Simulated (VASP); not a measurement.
A run of VASP 6.6.1 is set up as follows.

INCAR

```
  ALGO = Normal
  EDIFF = 1E-7
  ENCUT = 520
  GGA = PS
  ISIF = 2
  ISMEAR = 0
  LASPH = True
  LCHARG = False
  LREAL = False
  LWAVE = False
  NBANDS = 26
  NELM = 80
  PREC = Accurate
  SIGMA = 0.05
```

KPOINTS

```
k-points
0
Gamma
  8 8 6
```

POSCAR

```
CdSe
1.0
    0.0000000000     -3.0413096037     -3.0413096037
    0.0000000000      3.0413096037     -3.0413096037
    6.0826192074      0.0000000000      0.0000000000
Cd Se
2 2
Direct
    0.5090123107      0.5344886864      0.5000000000
   -0.0090123107     -0.0344886864      0.0000000000
    0.0406533946      0.5086674637      0.2500000000
    0.4593466054     -0.0086674637      0.7500000000
```

Potentials or basis: VASP PAW PBE potentials, release 64 (Cd, Se).

The run is started by

```sh
$ cat potpaw_PBE.64/Cd/POTCAR potpaw_PBE.64/Se/POTCAR > POTCAR
$ mpirun -np 1 vasp_std > vasp.out
```

Task: Predict the band gap on the k mesh.

Result: 0.46 eV.

Task: What does it give for the pressure?

Result: 1.5 GPa.

Task: Predict the largest force.

Result: 1.477 eV/Å.

Forces in eV/Å, atoms in the order of the input:
```
Cd  -0.098 -1.122  0.059
Cd  -0.098  1.122 -0.059
Se   0.098  0.007  1.473
Se   0.098 -0.007 -1.473
```

Caveat: the cell differs from its parent crystal (atoms displaced along a vibrational mode); the PAW data sets were made with another functional, which shifts forces and pressure a little.
